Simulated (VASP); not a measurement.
The system is Sc.

```xyz
4
Lattice="3.2822 0.0000 0.0000 -1.6411 2.8425 0.0000 0.0000 0.0000 10.7196" Properties=species:S:1:pos:R:3 pbc="T T T"
Sc    0.0000    0.0000    0.0000
Sc    0.0000    0.0000    5.3598
Sc    0.0000    1.8950    2.6799
Sc    1.6411    0.9475    8.0397
```

* Program: VASP 6.6.1
* Task: relaxation of cell and atoms
* Functional: LDA
* Potentials or basis: VASP PAW LDA potentials, release 64 (Sc_sv)
* Cutoff: 600 eV
* k mesh: 11 × 11 × 3
* Occupations: fermi-dirac, width 0.1 eV
* Spin: no spin polarisation

At the start: pressure -5.2 GPa; volume 25.00 Å³/atom.

Problem. How do energy, volume and symmetry change on relaxing?

Solution. Over 8 steps the energy falls by 44.6 meV/atom and the volume is 22.51 Å³/atom (-10.0 %); space group P6_3/mmc (No. 194, to 0.05 Å).

The path:
| step | energy change (eV) | largest force (eV/Å) | pressure (GPa) | volume (Å³) |
| --- | --- | --- | --- | --- |
| 1 | 0.0000 | 0.0000 | -5.15 | 100.01 |
| 2 | -0.1733 | 0.0000 | 0.85 | 88.81 |
| 3 | -0.1762 | 0.0000 | 0.07 | 89.97 |
| 4 | -0.1762 | 0.0000 | -0.05 | 90.17 |
| 5 | -0.1778 | 0.0000 | -0.08 | 90.20 |
| 6 | -0.1783 | 0.0000 | -0.09 | 90.24 |
| 7 | -0.1783 | 0.0000 | -0.10 | 90.24 |
| 8 | -0.1784 | 0.0000 | 0.04 | 90.03 |

Final structure:
```
Sc
1.0
     3.19261    0.00000    0.00000
    -1.59630    2.76488    0.00000
     0.00000    0.00000   10.19925
Sc
4
Direct
  0.00000 0.00000 0.00000
  0.00000 0.00000 0.50000
  0.33333 0.66667 0.25000
  0.66667 0.33333 0.75000
```
